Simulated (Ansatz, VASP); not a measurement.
# NaI: VASP beside Ansatz

```
Na I
1.0
     4.50465    0.00000    0.00000
    -2.25232    3.90114    0.00000
     0.00000    0.00000    7.67570
Na I
2 2
Direct
  0.00000 0.00000 0.00000
  0.00000 0.00000 0.50000
  0.33333 0.66667 0.25000
  0.66667 0.33333 0.75000
```

Alike in both runs: task single point; functional PBEsol; k mesh 6 × 6 × 2; no spin polarisation.

|  | VASP | Ansatz |
| --- | --- | --- |
| version | VASP 6.6.1 | Ansatz 0.2.0 |
| potentials or method | VASP PAW PBE potentials, release 64 (Na_pv, I) | plane waves, PAW |
| plane-wave cutoff (eV) | 520 | 420 |
| occupations | gaussian, width 0.01 eV | fixed |
| valence electrons in the cell | 28 | 52 |

```tsv
	VASP	Ansatz	Ansatz less VASP
gap on the k mesh at the Fermi level (eV)	3.43	3.44	+0.004
```

VASP's potentials were made for PBE, not for PBEsol. VASP's potentials hold 28 valence electrons a cell and Ansatz's 52, so a difference there can come from the potentials and not from the codes.

Neither program's run includes spin-orbit coupling.
